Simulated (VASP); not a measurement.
Wanted: the native input for a VASP 6.6.1 run.

```yaml
Task: single point
Functional: PBE
Potentials_or_basis: VASP PAW PBE potentials, release 64 (Ba_sv, F)
Cutoff: 600 eV
k_mesh: 7 × 7 × 7
Occupations: fermi-dirac, width 0.02 eV
Spin: non-collinear spin, zero start, spin-orbit coupling
Starting_moments: "[[0.0, 0.0, 0.0], [0.0, 0.0, 0.0], [0.0, 0.0, 0.0]] μB"
Dipole_correction: no
Further_INCAR_settings: ALGO = Normal; EDIFF = 1e-06; NBANDS = 37
```

The structure of BaF2 lies in POSCAR:

```
BaF2
1.0
    0.0000000000      3.1230132130      3.1230132130
    3.1230132130      0.0000000000      3.1230132130
    3.1230132130      3.1230132130      0.0000000000
Ba F
1 2
Direct
    0.0000000000      0.0000000000      0.0000000000
    0.2500000000      0.2500000000      0.2500000000
    0.7500000000      0.7500000000      0.7500000000
```

The input as run:

INCAR

```
ALGO = Normal ; EDIFF = 1E-6
ENCUT = 600 ; GGA = PE
GGA_COMPAT = F ; ISIF = 2
ISMEAR = -1 ; LASPH = T
LCHARG = F ; LORBIT = 11
LORBMOM = T ; LREAL = F
LSORBIT = T ; LWAVE = F
MAGMOM = 0 0 0 0 0 0 0 0 0 ; NBANDS = 37
NELM = 200 ; PREC = Accurate
SIGMA = 0.02
```

KPOINTS

```
k-points
0
Gamma
  7 7 7
```

Potentials or basis: VASP PAW PBE potentials, release 64 (Ba_sv, F).

Run with:

```console
$ cat potpaw_PBE.64/Ba_sv/POTCAR potpaw_PBE.64/F/POTCAR > POTCAR
$ mpirun -np 1 vasp_ncl > vasp.out
```

Results of the run:

```
Pressure                                              : 0.9 GPa
Net moment                                            : 0.00 μB per cell
Valence electrons inside the program's atomic spheres : Ba 7.86; F 6.09
```

It took 4.8 min on 1 thread of Oxide Virtual Turin-like Processor, with other jobs on the host, peak memory 0.38 GiB.
